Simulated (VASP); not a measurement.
Write the native input for VASP 6.6.1 that does the following.

```yaml
Task: single point
Functional: LDA
Potentials_or_basis: VASP PAW LDA potentials, release 64 (Sn_d, Te)
Cutoff: 520 eV
k_mesh: 6 × 6 × 6
Occupations: fermi-dirac, width 0.05 eV
Spin: no spin polarisation
Dipole_correction: no
Further_INCAR_settings: ALGO = Normal; EDIFF = 1e-06; NBANDS = 17
```

The structure of SnTe lies in POSCAR:

```
SnTe
1.0
    0.0000000000      3.6586665285      3.6586665285
    3.6586665285      0.0000000000      3.6586665285
    3.6586665285      3.6586665285      0.0000000000
Sn Te
1 1
Direct
    0.0000000000      0.0000000000      0.0000000000
    0.7500000000      0.7500000000      0.7500000000
```

These files were run (other wordings do the same):

INCAR

```
ALGO     = Normal         # electronic algorithm
EDIFF    = 1E-6           # SCF threshold, eV
ENCUT    = 520            # plane-wave cutoff, eV
GGA      = CA             # functional
ISIF     = 2              # what is computed and relaxed
ISMEAR   = -1             # smearing method
LASPH    = T              # aspherical terms in the spheres
LCHARG   = T              # write CHGCAR
LELF     = T              # ELF
LREAL    = F              # projectors in reciprocal space
LVHAR    = T            
LWAVE    = F              # write WAVECAR
NBANDS   = 17             # bands
NELM     = 80             # most SCF steps
PREC     = Accurate       # precision mode
SIGMA    = 0.05           # smearing width, eV
```

KPOINTS

```
k-points
0
Gamma
  6 6 6
```

Potentials or basis: VASP PAW LDA potentials, release 64 (Sn_d, Te).

Run with:

```bash
$ cat potpaw_LDA.64/Sn_d/POTCAR potpaw_LDA.64/Te/POTCAR > POTCAR
$ mpirun -np 1 vasp_std > vasp.out
```

Results of the run:

The pressure is -2.9 GPa and the band gap on the k mesh is 0.28 eV, indirect (least direct gap 0.76 eV).

Caveat: spin-orbit coupling is left out, which moves the levels of the heavy elements.

Run time: 41 s on 1 thread of Intel Xeon 8259CL, with other jobs on the host, peak memory 0.21 GiB.
